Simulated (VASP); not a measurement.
Write the native input for VASP 6.6.1 that does the following.

- Task: single point
- Functional: LDA
- Potentials or basis: VASP PAW LDA potentials, release 64 (Li_sv, O)
- Cutoff: 750 eV
- k mesh: 7 × 7 × 7
- Occupations: gaussian, width 0.01 eV
- Spin: no spin polarisation
- Dipole correction: no
- Further INCAR settings: ALGO = Normal; EDIFF = 1e-06; NBANDS = 13

The structure of Li2O lies in POSCAR:

```
Li2O
1.0
    0.0000000000      2.3050000000      2.3050000000
    2.3050000000      0.0000000000      2.3050000000
    2.3050000000      2.3050000000      0.0000000000
Li O
2 1
Direct
    0.2500000000      0.2500000000      0.2500000000
    0.7500000000      0.7500000000      0.7500000000
    0.0000000000      0.0000000000      0.0000000000
```

These files were run (other wordings do the same):

INCAR

```
SYSTEM = Li2O
ALGO = Normal
EDIFF = 1E-6
ENCUT = 750
GGA_COMPAT = .FALSE.
ISIF = 2
ISMEAR = 0
LASPH = .TRUE.
LCHARG = .TRUE.
LELF = .TRUE.
LREAL = .FALSE.
LVHAR = .TRUE.
LWAVE = .FALSE.
NBANDS = 13
NELM = 120
PREC = Accurate
SIGMA = 0.01
```

KPOINTS

```
k-points
0
G
  7 7 7
  0 0 0
```

Potentials or basis: VASP PAW LDA potentials, release 64 (Li_sv, O).

Launch:

```console
$ cat potpaw_LDA.64/Li_sv/POTCAR potpaw_LDA.64/O/POTCAR > POTCAR
$ mpirun -np 1 vasp_std > vasp.out
```

Results of the run:

* Pressure: -6.4 GPa
* Band gap on the k mesh: 4.98 eV, indirect (least direct gap 5.29 eV)

Wall time 6.6 s on 1 thread of AMD EPYC 9R45 96-Core Processor (Zen 5), with other jobs on the host, peak memory 0.11 GiB.
